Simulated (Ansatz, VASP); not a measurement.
One calculation of Sr4O3, two programs

```xyz
7
Lattice="5.7141 0.0000 0.0000 0.0000 5.7141 0.0000 0.0000 0.0000 5.7141" Properties=species:S:1:pos:R:3 pbc="T T T"
Sr    4.3582    4.3582    4.3582
Sr    1.3559    1.3559    4.3582
Sr    1.3559    4.3582    1.3559
Sr    4.3582    1.3559    1.3559
O     0.0000    0.0000    2.8570
O     2.8570    0.0000    0.0000
O     0.0000    2.8570    0.0000
```

Change from the starting cell: species swapped into the Ge3As4 type (P-43m, No. 215).

Alike in both runs: functional PBE; k mesh 4 × 4 × 4; occupations gaussian, width 0.1 eV; no spin polarisation.

Ansatz relaxed the structure, and its values are those at the end. VASP's run is a single point on that final structure, the one shown.

|  | VASP | Ansatz |
| --- | --- | --- |
| version | VASP 6.6.1 | Ansatz 0.2.0 |
| potentials or method | VASP PAW PBE potentials, release 64 (Sr_sv, O), cutoff 520 eV | scalar-relativistic, plane waves, PAW |
| valence electrons in the cell | 58 | 58 |

|  | VASP | Ansatz | Ansatz less VASP |
| --- | --- | --- | --- |
| gap on the k mesh at the Fermi level (eV) | 0.43 | 0.42 | -0.007 |
| least direct gap on the mesh (eV) | 0.73 | 0.73 | -0.004 |
| pressure (GPa) | 0.4 | 0.1 | -0.33 |
| rms of the force components (eV/Å) | 0.018 | 0.001 | -0.0177 |

With one functional, cell and mesh, what is left measures potentials, basis and numerics.
